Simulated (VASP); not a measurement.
Input of a VASP 6.6.1 run:

File INCAR:

```
SYSTEM = Ca
ALGO = Normal
EDIFF = 1E-6
ENCUT = 520
GGA = RE
ISIF = 2
ISMEAR = -1
LASPH = .True.
LCHARG = .True.
LELF = .True.
LREAL = .False.
LVHAR = .True.
LWAVE = .False.
NBANDS = 28
NELM = 60
PREC = Accurate
SIGMA = 0.1
```

The input KPOINTS:

```
k-points
0
Gamma
  10 10 3
  0 0 0
```

The input POSCAR:

```
Ca
1.0
    3.9068013229      0.0000000000      0.0000000000
   -1.9534006614      3.3833891932      0.0000000000
    0.0000000000      0.0000000000     12.8036659355
Ca
4
Direct
    0.0000000000      0.0000000000      0.0000000000
    0.0000000000      0.0000000000      0.5000000000
    0.3333333333      0.6666666667      0.2500000000
    0.6666666667      0.3333333333      0.7500000000
```

Potentials or basis: VASP PAW PBE potentials, release 64 (Ca_sv).

Run with:

```sh
$ cat potpaw_PBE.64/Ca_sv/POTCAR > POTCAR
$ mpirun -np 1 vasp_std > vasp.out
```

(1) Predict the band gap on the k mesh.

(2) What does it give for the pressure?

Results:

(1) zero (band 20 reaches 2.22 eV, above the bottom of band 21 at 1.84 eV).

(2) 0.7 GPa.

Caveat: the PAW data sets were made with another functional, which shifts forces and pressure a little.
